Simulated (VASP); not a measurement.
# W: relaxation of cell and atoms with r2SCAN

Crystal: W.

```
W
1.0
    -1.58448    1.58448    1.58448
     1.58448   -1.58448    1.58448
     1.58448    1.58448   -1.58448
W
1
Cartesian
  0.0000 0.0000 0.0000
```

```
Program                : VASP 6.6.1
Task                   : relaxation of cell and atoms
Functional             : r2SCAN
Potentials or basis    : VASP PAW PBE potentials, release 64 (W_sv)
Cutoff                 : 600 eV
k mesh                 : 16 × 16 × 16
Occupations            : fermi-dirac, width 0.15 eV
Spin                   : no spin polarisation
Dipole correction      : no
Further INCAR settings : ALGO = Normal; EDIFF = 1e-07; IBRION = 2; EDIFFG = -0.001; NSW = 80; ISIF = 3
```

* Relaxed volume: 15.97 Å³/atom
* Relaxed cell: a = 2.748 Å, b = 2.748 Å, c = 2.748 Å, α = 109.47°, β = 109.47°, γ = 109.47°
* Space group after relaxing (to 0.1 Å): Im-3m (No. 229)
* Energy gained by relaxing: 0.2 meV/atom
* Ionic steps: 3
* Pressure after relaxing: 0.0 GPa
* Band gap on the k mesh: zero (bands 7 and 8 overlap by 6.55 eV)

The path:
| step | energy change (eV) | largest force (eV/Å) | pressure (GPa) | volume (Å³) |
| --- | --- | --- | --- | --- |
| 1 | 0.0000 | 0.0000 | 1.11 | 15.91 |
| 2 | 0.0023 | 0.0000 | -3.85 | 16.17 |
| 3 | -0.0002 | 0.0000 | 0.01 | 15.97 |

Final structure:
```
CELL_PARAMETERS angstrom
-1.58629 1.58629 1.58629
1.58629 -1.58629 1.58629
1.58629 1.58629 -1.58629
ATOMIC_POSITIONS crystal
W 0.00000 0.00000 0.00000
```

Levels at points of the mesh, in eV from the Fermi level:
| k point | band 3 | band 4 | band 5 | band 6 | band 7 | band 8 | band 9 | band 10 | band 11 |
| --- | --- | --- | --- | --- | --- | --- | --- | --- | --- |
| (0.00, 0.00, 0.00) | -38.97 | -38.97 | -10.07 | -1.25 | -1.25 | -1.25 | 2.57 | 2.57 | 15.26 |
| (0.50, 0.00, 0.00) | -39.41 | -38.98 | -6.49 | -3.69 | 0.52 | 2.40 | 3.44 | 6.30 | 11.56 |
| (0.50, 0.50, 0.50) | -39.91 | -39.91 | -5.94 | -5.94 | 5.31 | 5.31 | 5.31 | 8.51 | 8.51 |

It took 5.3 min on 1 thread of Intel Xeon 8259CL, with other jobs on the host, peak memory 0.17 GiB.

Caveat: the PAW data sets were made with another functional, which shifts forces and pressure a little; spin-orbit coupling is left out, which moves the levels of the heavy elements. Zero-point motion and thermal expansion aren't in these numbers.
